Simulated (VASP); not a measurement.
Set up this calculation in VASP 6.6.1, as the native input.

* Task: single point
* Functional: PBE
* Potentials or basis: VASP PAW PBE potentials, release 64 (Li_sv, Se)
* Cutoff: 750 eV
* k mesh: 8 × 8 × 8
* Occupations: gaussian, width 0.02 eV
* Spin: no spin polarisation
* Dipole correction: no
* Further INCAR settings: ALGO = Normal; EDIFF = 1e-06; NBANDS = 13

The structure of Li2Se lies in POSCAR:

```
Li2Se
1.0
    0.0000000000      3.0994210467      3.0994210467
    3.0994210467      0.0000000000      3.0994210467
    3.0994210467      3.0994210467      0.0000000000
Li Se
2 1
Direct
    0.2500000000      0.2500000000      0.2500000000
    0.7500000000      0.7500000000      0.7500000000
    0.0000000000      0.0000000000      0.0000000000
```

One way to write it, as run:

INCAR

```
SYSTEM = Li2Se
  PREC = Accurate
  ENCUT = 750
  EDIFF = 1E-6
  ISMEAR = 0
  SIGMA = 0.02
  LREAL = .False.
  LASPH = .True.
  NELM = 120
  ALGO = Normal
  ISIF = 2
  LWAVE = .False.
  LCHARG = .False.
  GGA = PE
  NBANDS = 13
  GGA_COMPAT = .False.
```

KPOINTS

```
Automatic mesh
0
Gamma
  8 8 8
  0 0 0
```

Potentials or basis: VASP PAW PBE potentials, release 64 (Li_sv, Se).

Command:

```console
$ cat potpaw_PBE.64/Li_sv/POTCAR potpaw_PBE.64/Se/POTCAR > POTCAR
$ mpirun -np 1 vasp_std > vasp.out
```

It gave:

```
Pressure               : -2.7 GPa
Band gap on the k mesh : 3.00 eV
```

It took 44 s on 1 thread of Intel(R) Xeon(R) Platinum 8488C (Sapphire Rapids) (shared host), peak memory 0.24 GiB.
